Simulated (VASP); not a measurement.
Runs of VASP 6.6.1 on Mn2C. The structure is that of space group Fm-3m (No. 225), or close to it. The cells are those of the table. The cell was generated, and may not be a known phase.

| task | spin | cell | k mesh | gap on the mesh (eV) | pressure (GPa) | moment (μB) |
| --- | --- | --- | --- | --- | --- | --- |
| relaxation of cell and atoms | collinear, ferromagnetic start | relaxed from a = 3.806 Å, angles 60.0°, 3 atoms | 6 × 6 × 6 | none | 0.0 | 4.34 |
| single point | collinear, ferromagnetic start | a = 3.806 Å, angles 60.0°, 3 atoms | 6 × 6 × 6 | none | -34.2 | (b) |
| single point | collinear, ferromagnetic start | a = 3.468 Å, angles 60.0°, 3 atoms | 6 × 6 × 6 | none | (a) | 4.34 |
| single point | collinear | a = 3.469 Å, angles 60.0°, 3 atoms | 16 × 16 × 16 | none | 0.3 | 4.32 |

Alike in all rows: level PBE; potentials or basis VASP PAW PBE potentials, release 64 (Mn_pv, C); cutoff (eV) 600; smearing gaussian 0.1 eV.

Task: Fill in the values left out.

Result: (a) 0.2; (b) 5.24.

Caveats: some runs use coarse meshes; the cell stands under tension (at least some runs).

A gap of «none» marks levels without a gap at the run's occupations.
